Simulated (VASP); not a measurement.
# TiAl (P4/mmm) in VASP: notebook

TiAl is run at these levels: PBEsol; tasks: single point.

Program: VASP 6.6.1. These are calculated values, not measurements. Logs are shortened: lines on timing, memory, paths and dates and some standing lists are left out, and cuts for length are marked.

## Step 1: The cell of the first run

Symmetry: P4/mmm, No. 123, tetragonal system. Conventional cell: a = 3.644 Å, b = 3.644 Å, c = 2.369 Å, α = 90.00°, β = 90.00°, γ = 90.00°. Within 3.1 Å of Ti (site symmetry 4/mmm) lie 2 Ti at 2.37 Å and 8 Al at 2.84 Å. Within 3.1 Å of Al (site symmetry 4/mmm) lie 2 Al at 2.37 Å and 8 Ti at 2.84 Å.

## Step 2: Single point, PBEsol

File INCAR:

```
SYSTEM = TiAl
PREC = Accurate
ENCUT = 520
EDIFF = 1E-6
ISMEAR = 0
SIGMA = 0.15
LREAL = .False.
LASPH = .True.
NELM = 80
ALGO = Fast
ISIF = 2
LWAVE = .False.
LCHARG = .False.
GGA = PS
NBANDS = 14
```

File KPOINTS:

```
Automatic mesh
0
Gamma
  22 22 22
  0 0 0
```

File POSCAR:

```
TiAl
1.0
    3.6438831472      0.0000000000      0.0000000000
    0.0000000000      3.6438831472      0.0000000000
    0.0000000000      0.0000000000      2.3685240457
Ti Al
1 1
Direct
    0.0000000000      0.0000000000      0.0000000000
    0.5000000000      0.5000000000      0.5000000000
```

Potentials or basis: VASP PAW PBE potentials, release 64 (Ti_sv, Al).

Command:

```
$ cat potpaw_PBE.64/Ti_sv/POTCAR potpaw_PBE.64/Al/POTCAR > POTCAR
$ mpirun -np 1 vasp_std > vasp.out
```

OUTCAR:

```text
SYSTEM = TiAl
   PREC = Accurate
   ENCUT = 520
   EDIFF = 1E-6
   ISMEAR = 0
   LREAL = .False.
   LASPH = .True.
   NELM = 80
   ISIF = 2
   GGA = PS

 ion  position               nearest neighbor table
   1  0.000  0.000  0.000-   2 2.84   2 2.84   2 2.84   2 2.84   2 2.84   2 2.84   2 2.84   2 2.84

   2  0.500  0.500  0.500-   1 2.84   1 2.84   1 2.84   1 2.84   1 2.84   1 2.84   1 2.84   1 2.84

  LATTYP: Found a simple tetragonal cell.
 ALAT       =     3.6438831472
 C/A-ratio  =     0.6500000000

  Lattice vectors:

 A1 = (   3.6438831472,   0.0000000000,   0.0000000000)
 A2 = (   0.0000000000,   3.6438831472,   0.0000000000)
 A3 = (   0.0000000000,   0.0000000000,   2.3685240457)

Analysis of symmetry for initial positions (statically):
=====================================================================
 Subroutine PRICEL returns:
 Original cell was already a primitive cell.

 Routine SETGRP: Setting up the symmetry group for a
 simple tetragonal supercell.

 Subroutine GETGRP returns: Found 16 space group operations
 (whereof 16 operations were pure point group operations)
 out of a pool of 16 trial point group operations.

The static configuration has the point symmetry D_4h.

Analysis of symmetry for dynamics (positions and initial velocities):
=====================================================================
 Subroutine PRICEL returns:
 Original cell was already a primitive cell.

 Routine SETGRP: Setting up the symmetry group for a
 simple tetragonal supercell.

 Subroutine GETGRP returns: Found 16 space group operations
 (whereof 16 operations were pure point group operations)
 out of a pool of 16 trial point group operations.

The dynamic configuration has the point symmetry D_4h.

 Subroutine INISYM returns: Found 16 space group operations
 (whereof 16 operations are pure point group operations),
 and found     1 'primitive' translations

----------------------------------------------------------------------------------------

                                     Primitive cell

  volume of cell :      31.4490

  direct lattice vectors                    reciprocal lattice vectors
     3.643883147  0.000000000  0.000000000     0.274432510  0.000000000  0.000000000
     0.000000000  3.643883147  0.000000000     0.000000000  0.274432510  0.000000000
     0.000000000  0.000000000  2.368524046     0.000000000  0.000000000  0.422203862

  length of vectors
     3.643883147  3.643883147  2.368524046     0.274432510  0.274432510  0.422203862

  position of ions in fractional coordinates (direct lattice)
     0.000000000  0.000000000  0.000000000
     0.500000000  0.500000000  0.500000000

  ion indices of the primitive-cell ions
   primitive index   ion index
                 1           1
                 2           2

----------------------------------------------------------------------------------------

 KPOINTS: Automatic mesh

Automatic generation of k-mesh.
 Grid dimensions read from file:
 generate k-points for:   22   22   22

 Generating k-lattice:

  Cartesian coordinates                     Fractional coordinates (reciprocal lattice)
     0.012474205  0.000000000  0.000000000     0.045454545  0.000000000  0.000000000
     0.000000000  0.012474205  0.000000000     0.000000000  0.045454545  0.000000000
     0.000000000  0.000000000  0.019191085     0.000000000  0.000000000  0.045454545

  Length of vectors
     0.012474205  0.012474205  0.019191085

  Shift w.r.t. Gamma in fractional coordinates (k-lattice)
     0.000000000  0.000000000  0.000000000

 Subroutine IBZKPT returns following result:
 ===========================================

 Found    936 irreducible k-points:

 Following reciprocal coordinates:
            Coordinates               Weight
  0.000000  0.000000  0.000000      1.000000
  0.045455  0.000000  0.000000      4.000000
  0.090909  0.000000  0.000000      4.000000
  0.136364  0.000000  0.000000      4.000000
  0.181818  0.000000  0.000000      4.000000
  0.227273  0.000000  0.000000      4.000000
[... 16 lines left out ...]
  0.500000  0.045455  0.000000      4.000000
  0.090909  0.090909  0.000000      4.000000
 [... further k-points ...]
   k-points           NKPTS =    936   k-points in BZ     NKDIM =    936   number of bands    NBANDS=     14
   number of dos      NEDOS =    301   number of ions     NIONS =      2
   total plane-waves  NPLWV =  14112
   dimension x,y,z NGX =    28 NGY =   28 NGZ =   18
   dimension x,y,z NGXF=    56 NGYF=   56 NGZF=   36
   ions per type =               1   1
   NGX,Y,Z   is equivalent  to a cutoff of  12.77, 12.77, 12.63 a.u.
   NGXF,Y,Z  is equivalent  to a cutoff of  25.55, 25.55, 25.27 a.u.
 SYSTEM =  TiAl
   PREC   = accura    normal or accurate (medium, high low for compatibility)
   ISTART =      0    job   : 0-new  1-cont  2-samecut
   ICHARG =      2    charge: 1-file 2-atom 10-const
   ISPIN  =      1    spin polarized calculation?
   LNONCOLLINEAR =      F non collinear calculations
   LSORBIT =      F    spin-orbit coupling
   LASPH  =      T    aspherical Exc in radial PAW
   ENCUT  =  520.0 eV  38.22 Ry    6.18 a.u.   6.78  6.78  4.40*2*pi/ulx,y,z
   NELM   =     80;   NELMIN=  2; NELMDL= -5     # of ELM steps
   EDIFF  = 0.1E-05   stopping-criterion for ELM
   LREAL  =      F    real-space projection
   EDIFFG = 0.1E-04   stopping-criterion for IOM
   NSW    =      0    number of steps for IOM
   IBRION =     -1    ionic relax: 0-MD 1-quasi-New 2-CG
   NFREE  =      0    steps in history (QN), initial steepest desc. (CG)
   ISIF   =      2    stress and relaxation
   ISYM   =      2    0-nonsym 1-usesym 2-fastsym
   POTIM  = 0.5000    time-step for ionic-motion
   TEBEG  =    0.0;   TEEND  =   0.0 temperature during run
   PSTRESS=    0.0 pullay stress
   NELECT =      15.0000    total number of electrons
   NUPDOWN=      -1.0000    fix difference up-down
   EMIN   =  10.00;   EMAX   =-10.00  energy-range for DOS
   EFERMI =   0.00;   METHOD = LEGACY
   ISMEAR =     0;   SIGMA  =   0.15  broadening in eV -4-tet -1-fermi 0-gaus
   EFERMI_NEDOS =   21; number of points for ismear=-14 and -15
   IALGO  =     68    algorithm
   IMIX   =      4    mixing-type and parameters
     AMIX     =   0.40;   BMIX     =  1.00
     AMIX_MAG =   1.60;   BMIX_MAG =  1.00
  volume/ion in A,a.u.               =      15.72       106.11
  Fermi-wavevector in a.u.,A,eV,Ry     =   1.279096  2.417140 22.260297  1.636086
  Thomas-Fermi vector in A             =   2.411601
   LORBIT       =      0    0 simple, 1 ext, 2 COOP (PROOUT), +10 PAW based schemes
   GGA     = PS    functional components
   LHFCALC =     F    Hartree Fock is set to
   AEXX    =    0.0000 exact exchange contribution
   IVDW    =     0    specifies the selected vdW correction
   LEPSILON=     F    determine dielectric tensor
   LRPA    =     F    only Hartree local field effects (RPA)
 non-spin polarized calculation
 RMM-DIIS sequential band-by-band and
 Gauss-broadening in eV      SIGMA  =   0.15
  energy-cutoff  :      520.00
  volume of cell :       31.45
 maximum number of plane-waves:       872
 NGX is ok and might be reduce to    28

 number of electron      14.9999995 magnetization

 Free energy of the ion-electron system (eV)
  ---------------------------------------------------
  ext. energy  EPLUGINS =         0.00000000
  ---------------------------------------------------
  free energy    TOTEN  =       -12.46463867 eV

  energy without entropy =      -12.44794594  energy(sigma->0) =      -12.45629230

 E-fermi :   8.7329     XC(G=0): -11.2089

 val. band max:        8.7327626508   @ k =   0.5000   0.1818   0.3636
 cond. band min:       8.7385049769   @ k =   0.5000   0.1818   0.4091
 fundamental gap:      0.0057423261
 Fermi energy:         8.7329284686

 k-point     1 :       0.0000    0.0000    0.0000
  band No.  band energies     occupation
      1     -47.7020      2.00000
      2     -24.0893      2.00000
      3     -24.0893      2.00000
      4     -22.9159      2.00000
      5      -0.6493      2.00000
      6       6.8702      2.00000
      7       7.0841      2.00000
      8       9.2927      0.00000
      9       9.8141      0.00000
     10       9.8141      0.00000
     11      12.5808      0.00000
     12      12.5808      0.00000
     13      13.9033      0.00000
     14      17.0079      0.00000

 k-point     2 :       0.0455    0.0000    0.0000
  band No.  band energies     occupation
      1     -47.7020      2.00000
      2     -24.0904      2.00000
      3     -24.0892      2.00000
      4     -22.9159      2.00000
      5      -0.6252      2.00000
      6       6.8353      2.00000
      7       7.0794      2.00000
      8       9.0949      0.00064
      9       9.7572      0.00000
     10      10.0392      0.00000
     11      12.5770      0.00000
     12      12.5814      0.00000
     13      14.0099      0.00000
     14      17.0066      0.00000

 k-point     3 :       0.0909    0.0000    0.0000
  band No.  band energies     occupation
      1     -47.7018      2.00000
      2     -24.0936      2.00000
      3     -24.0890      2.00000
      4     -22.9158      2.00000
      5      -0.5531      2.00000
      6       6.7076      2.00000
      7       7.0818      2.00000
      8       8.7804      0.65476
      9       9.6274      0.00000
     10      10.4354      0.00000
     11      12.5660      0.00000
     12      12.5830      0.00000
     13      14.2737      0.00000
     14      17.0243      0.00000

 k-point     4 :       0.1364    0.0000    0.0000
  band No.  band energies     occupation
      1     -47.7016      2.00000
      2     -24.0985      2.00000
      3     -24.0886      2.00000
      4     -22.9157      2.00000
      5      -0.4342      2.00000
      6       6.4639      2.00000
      7       7.1036      2.00000
      8       8.4741      1.98531
      9       9.5064      0.00000
     10      10.8775      0.00000
     11      12.5486      0.00000
     12      12.5856      0.00000
     13      14.5557      0.00000
     14      17.1308      0.00000

 k-point     5 :       0.1818    0.0000    0.0000
  band No.  band energies     occupation
      1     -47.7012      2.00000
      2     -24.1048      2.00000
      3     -24.0880      2.00000
      4     -22.9155      2.00000
      5      -0.2702      2.00000
      6       6.1114      2.00000
      7       7.1383      2.00000
      8       8.1943      2.00000
      9       9.4533      0.00000
     10      11.3473      0.00000
     11      12.5265      0.00000
[... 276 lines left out ...]
 k-point    22 :       0.4545    0.0455    0.0000
  band No.  band energies     occupation
      1     -47.6992      2.00000
      2     -24.1408      2.00000
      3     -24.0858      2.00000
      4     -22.9145      2.00000
      5       1.2878      2.00000
      6       3.4928      2.00000
      7       7.2115      2.00000
      8       7.3191      2.00000
      9      10.3372      0.00000
     10      12.4035      0.00000
     11      12.6047      0.00000
     12      13.1671      0.00000
     13      14.4072      0.00000
     14      16.0744      0.00000

 k-point    23 :       0.5000    0.0455    0.0000
  band No.  band energies     occupation
      1     -47.6991      2.00000
      2     -24.1418      2.00000
      3     -24.0857      2.00000
      4     -22.9145      2.00000
      5       1.3839      2.00000
      6       3.3677      2.00000
      7       7.1967      2.00000
      8       7.3198      2.00000
      9      10.3944      0.00000
     10      12.3999      0.00000
     11      12.6052      0.00000
     12      13.1072      0.00000
     13      14.6064      0.00000
     14      15.8483      0.00000

 k-point    24 :       0.0909    0.0909    0.0000
  band No.  band energies     occupation
      1     -47.7016      2.00000
      2     -24.0934      2.00000
      3     -24.0929      2.00000
      4     -22.9157      2.00000
      5      -0.4586      2.00000
      6       6.6484      2.00000
      7       7.0058      2.00000
      8       8.3218      1.99989
      9      10.0862      0.00000
     10      10.3164      0.00000
     11      12.5674      0.00000
     12      12.5690      0.00000
     13      14.6777      0.00000
     14      17.0164      0.00000

 [... further k-points ...]

------------------------ aborting loop because EDIFF is reached ----------------------------------------

  FORCE on cell =-STRESS in cart. coord.  units (eV):
  Direction    XX          YY          ZZ          XY          YZ          ZX
  --------------------------------------------------------------------------------------
  -------------------------------------------------------------------------------------
  Total       -0.9294577     -0.9294577      6.0524822      0.0000000     -0.0000000      0.0000000
  in kB      -47.3514787    -47.3514787    308.3453652      0.0000000     -0.0000000      0.0000000
  external PRESSURE =      71.2141359 kB  Pullay stress =       0.0000000 kB

 VOLUME and BASIS-vectors are now :
 -----------------------------------------------------------------------------
  energy-cutoff  :      520.00
  volume of cell :       31.45
      direct lattice vectors                 reciprocal lattice vectors
     3.643883147  0.000000000  0.000000000     0.274432510  0.000000000  0.000000000
     0.000000000  3.643883147  0.000000000     0.000000000  0.274432510  0.000000000
     0.000000000  0.000000000  2.368524046     0.000000000  0.000000000  0.422203862

 POSITION                                       TOTAL-FORCE (eV/Angst)
 -----------------------------------------------------------------------------------
      0.00000      0.00000      0.00000         0.000000      0.000000      0.000000
      1.82194      1.82194      1.18426         0.000000      0.000000      0.000000
 -----------------------------------------------------------------------------------
    total drift:                               -0.000000     -0.000000     -0.000000

  FREE ENERGIE OF THE ION-ELECTRON SYSTEM (eV)
  ---------------------------------------------------
  free  energy   TOTEN  =       -12.4646386701 eV

  energy  without entropy=      -12.4479459360  energy(sigma->0) =      -12.45629230
```

Run time: 18 min. Hardware: 1 thread of Intel Xeon 8259CL, shared host; peak memory 0.5 GiB.

What came out:

```
Free energy            : -12.4646 eV
Pressure               : 7.1 GPa
Band gap on the k mesh : zero (an odd number of electrons rules out a gap without spin polarisation)
```

Stress tensor (GPa, compression positive):
```
-4.74  0.00  0.00
 0.00 -4.74  0.00
 0.00  0.00 30.83
```

Caveat: the cell stands under pressure; the PAW data sets were made with another functional, which shifts forces and pressure a little.

## Step 3: Single point, PBEsol

This run uses another cell than the first one, of the same volume but with other edges.

File INCAR:

```
SYSTEM = TiAl
PREC     = Accurate       ! precision mode
ENCUT    = 520            ! plane-wave cutoff, eV
EDIFF    = 1E-6           ! SCF threshold, eV
ISMEAR   = 0              ! smearing method
SIGMA    = 0.15           ! smearing width, eV
LREAL    = .FALSE.        ! projectors in reciprocal space
LASPH    = .TRUE.         ! aspherical terms in the spheres
NELM     = 80             ! most SCF steps
ALGO     = Fast           ! electronic algorithm
ISIF     = 2              ! what is computed and relaxed
LWAVE    = .FALSE.        ! write WAVECAR
LCHARG   = .TRUE.         ! write CHGCAR
GGA      = PS             ! functional
LELF     = .TRUE.         ! ELF
LVHAR    = .TRUE.       
NBANDS   = 14             ! bands
```

File KPOINTS:

```
regular mesh
0
G
  22 22 22
  0 0 0
```

File POSCAR:

```
TiAl
1.0
    2.7574340915      0.0000000000      0.0000000000
    0.0000000000      2.7574340915      0.0000000000
    0.0000000000      0.0000000000      4.1361511372
Ti Al
1 1
Direct
    0.0000000000      0.0000000000      0.0000000000
    0.5000000000      0.5000000000      0.5000000000
```

Potentials or basis: VASP PAW PBE potentials, release 64 (Ti_sv, Al).

Command:

```
$ cat potpaw_PBE.64/Ti_sv/POTCAR potpaw_PBE.64/Al/POTCAR > POTCAR
$ mpirun -np 1 vasp_std > vasp.out
```

Run time: 22 min. Hardware: 1 thread of Intel Xeon 8259CL, shared host; peak memory 0.51 GiB.

Results (log left out):

```yaml
Free_energy: -13.2503 eV
Pressure: 0.5 GPa
Band_gap_on_the_k_mesh: zero (an odd number of electrons rules out a gap without spin polarisation)
```

Stress tensor (GPa, compression positive):
```
 1.60  0.00  0.00
 0.00  1.60  0.00
 0.00  0.00 -1.76
```

Levels at points of the mesh, in eV from the Fermi level:
```
           k point  band 6  band 7  band 8  band 9  band 10  band 11
(0.00, 0.00, 0.00)   -2.05   -0.89   -0.73    2.33     2.33     3.55
(0.50, 0.00, 0.00)   -4.45   -1.91   -0.30    1.87     2.72     4.76
(0.50, 0.50, 0.00)   -0.35   -0.29   -0.29   -0.29    -0.29     4.57
(0.00, 0.00, 0.50)   -5.40   -0.75    0.38    2.04     2.04     3.56
(0.50, 0.00, 0.50)   -3.08   -1.22   -1.03    1.23     1.91     2.53
(0.50, 0.50, 0.50)   -2.22   -2.22    2.13    2.15     2.68     4.44
```

Caveat: the PAW data sets were made with another functional, which shifts forces and pressure a little.

## Step 4: Single point, PBEsol

This run uses another cell than the first one, of the same volume but with other edges.

File INCAR:

```
PREC = Accurate
ENCUT = 520
EDIFF = 1E-6
ISMEAR = 0
SIGMA = 0.15
LREAL = False
LASPH = True
NELM = 80
ALGO = Fast
ISIF = 2
LWAVE = False
LCHARG = False
GGA = PS
NBANDS = 14
```

File KPOINTS:

```
regular mesh
0
Gamma
  22 22 22
```

File POSCAR:

```
TiAl
1.0
    3.5432007219      0.0000000000      0.0000000000
    0.0000000000      3.5432007219      0.0000000000
    0.0000000000      0.0000000000      2.5050429104
Ti Al
1 1
Direct
    0.0000000000      0.0000000000      0.0000000000
    0.5000000000      0.5000000000      0.5000000000
```

Command:

```
$ cat potpaw_PBE.64/Ti_sv/POTCAR potpaw_PBE.64/Al/POTCAR > POTCAR
$ mpirun -np 1 vasp_std > vasp.out
```

Run time: 13 min. Hardware: 1 thread of Intel Xeon 8259CL, shared host; peak memory 0.51 GiB.

It converged, with:

```
Free energy            : -12.7660 eV
Pressure               : 4.3 GPa
Band gap on the k mesh : zero (an odd number of electrons rules out a gap without spin polarisation)
```

Stress tensor (GPa, compression positive):
```
-2.70  0.00  0.00
 0.00 -2.70  0.00
 0.00  0.00 18.41
```

Levels at points of the mesh, in eV from the Fermi level:
| k point | band 4 | band 5 | band 6 | band 7 | band 8 | band 9 | band 10 | band 11 | band 12 | band 13 |
| --- | --- | --- | --- | --- | --- | --- | --- | --- | --- | --- |
| (0.00, 0.00, 0.00) | -31.96 | -9.25 | -1.71 | -1.41 | 0.89 | 1.79 | 1.79 | 3.36 | 3.36 | 6.23 |
| (0.50, 0.00, 0.00) | -31.96 | -6.99 | -5.29 | -1.10 | -1.08 | 2.02 | 3.04 | 3.40 | 5.10 | 6.70 |
| (0.50, 0.50, 0.00) | -31.96 | -6.35 | -2.97 | -2.97 | -1.83 | 2.10 | 2.41 | 3.11 | 3.11 | 3.93 |
| (0.00, 0.00, 0.50) | -32.61 | -4.15 | -3.08 | -0.80 | -0.80 | 0.58 | 1.92 | 5.45 | 7.30 | 7.57 |
| (0.50, 0.00, 0.50) | -32.61 | -3.80 | -2.02 | -0.51 | -0.44 | 0.31 | 0.87 | 2.90 | 4.95 | 7.45 |
| (0.50, 0.50, 0.50) | -32.66 | -2.68 | -2.68 | -2.64 | 1.76 | 2.64 | 3.20 | 3.20 | 3.72 | 4.86 |

Caveat: the cell stands under pressure; the PAW data sets were made with another functional, which shifts forces and pressure a little.

## Step 5: Overview

| cell | gap on the mesh (eV) | pressure (GPa) |
| --- | --- | --- |
| a = 3.644, b = 3.644, c = 2.369 Å, 2 atoms | none | 7.1 |
| a = 2.757, b = 2.757, c = 4.136 Å, 2 atoms | none | 0.5 |
| a = 3.543, b = 3.543, c = 2.505 Å, 2 atoms | none | 4.3 |

Alike in all rows: task single point; level PBEsol; potentials or basis VASP PAW PBE potentials, release 64 (Ti_sv, Al); no spin polarisation; k mesh 22 × 22 × 22; cutoff (eV) 520; smearing gaussian 0.15 eV.

Caveats: the PAW data sets were made with another functional, which shifts forces and pressure a little; the cell stands under pressure (at least some runs).

Total energies depend on the potentials used, so only differences within one code and one set of settings carry meaning.
